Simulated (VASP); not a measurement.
Write the native input for VASP 6.6.1 that does the following.

- Task: single point
- Functional: PBE
- Dispersion: D3(BJ)
- Potentials or basis: VASP PAW PBE potentials, release 64 (Si, F)
- Cutoff: 520 eV
- k mesh: 4 × 5 × 1
- Occupations: gaussian, width 0.05 eV
- Spin: collinear spin
- Starting moments: [0.0, 0.0, 0.0, 0.0, 0.0, 0.0, 0.0, 0.0, 0.0, 0.0, 0.0, 0.0, 1.0] μB
- Dipole correction: yes
- Further INCAR settings: ALGO = Normal; EDIFF = 1e-06; NBANDS = 44; NELMDL = -8

The structure of Si12F lies in POSCAR:

```
Si12F
1.0
    7.6671881066      0.0000000000      0.0000000000
    0.0000000000      5.4215207028      0.0000000000
    0.0000000000      0.0000000000     20.6877892746
Si F
12 1
Direct
    0.2500000000      0.0000000000      0.1933507707
    0.7500000000      0.0000000000      0.1933507707
    0.0000000000      0.2500000000      0.1933507707
    0.5000000000      0.2500000000      0.1933507707
    0.0000000000      0.5038916242      0.2835650177
    0.5000000000      0.5038916242      0.2835650177
    0.2500000000      0.7461083758      0.2835650177
    0.7500000000      0.7461083758      0.2835650177
    0.2500000000      0.0085912032      0.3716099953
    0.7500000000      0.0085912032      0.3716099953
    0.0000000000      0.2414087968      0.3716099953
    0.5000000000      0.2414087968      0.3716099953
    0.2500000000      0.5085912032      0.4779529192
```

One way to write it, as run:

INCAR

```
PREC     = Accurate       # precision mode
ENCUT    = 520            # plane-wave cutoff, eV
EDIFF    = 1E-6           # SCF threshold, eV
ISMEAR   = 0              # smearing method
SIGMA    = 0.05           # smearing width, eV
LREAL    = False          # projectors in reciprocal space
LASPH    = True           # aspherical terms in the spheres
NELM     = 200            # most SCF steps
ALGO     = Normal         # electronic algorithm
ISIF     = 2              # what is computed and relaxed
LWAVE    = False          # write WAVECAR
LCHARG   = False          # write CHGCAR
ISPIN    = 2              # spin polarisation
MAGMOM   = 0 0 0 0 0 0 0 0 0 0 0 0 1 # initial moments
LORBIT   = 11             # projections on sites
LDIPOL   = True         
IDIPOL   = 3            
DIPOL    = 0.5 0.5 0.298
GGA      = PE             # functional
IVDW     = 12             # dispersion correction
NBANDS   = 44             # bands
GGA_COMPAT= False        
NELMDL   = -8
```

KPOINTS

```
Automatic mesh
0
Gamma
  4 5 1
```

Potentials or basis: VASP PAW PBE potentials, release 64 (Si, F).

The run is started by

```bash
$ cat potpaw_PBE.64/Si/POTCAR potpaw_PBE.64/F/POTCAR > POTCAR
$ mpirun -np 1 vasp_std > vasp.out
```

It gave:

| Property | Result |
| --- | --- |
| Largest force | 1.268 eV/Å |
| Net moment | -0.03 μB per cell |
| Valence electrons inside the program's atomic spheres | Si 1.64, 1.65, 1.70, 1.66 (each value once); F 5.93 |
| Dispersion energy per atom | -0.239 eV |

It took 81 min on 1 thread of Intel Xeon 8259CL (shared host), peak memory 1.4 GiB.
